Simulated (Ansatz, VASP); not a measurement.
# Pd: VASP beside Ansatz

```xyz
1
Lattice="2.6493 0.0000 0.0000 0.0000 2.6493 0.0000 0.0000 0.0000 2.6493" Properties=species:S:1:pos:R:3 pbc="T T T"
Pd    0.0000    0.0000    0.0000
```

Alike in both runs: task single point; functional PBE; k mesh 14 × 14 × 14; occupations fermi-dirac, width 0.05 eV; collinear spin.

```csv
,VASP,Ansatz
version,VASP 6.6.1,Ansatz 0.2.0
potentials or method,"VASP PAW PBE potentials, release 64 (Pd), cutoff 500 eV","plane waves (420 eV) with PAW, scalar-relativistic"
valence electrons in the cell,10,18
```

Ansatz gave:

- pressure (GPa): -4.2
- net moment per atom (μB): 0.00

Question: Estimate VASP's values.

Answer: Pressure (GPa): -4.5; net moment per atom (μB): 0.00.

The functional is the same, so the differences come from potentials, cutoffs and numerics. VASP's potentials hold 10 valence electrons a cell and Ansatz's 18, so a difference there can come from the potentials and not from the codes. Ansatz's warnings: seeded moment not kept.
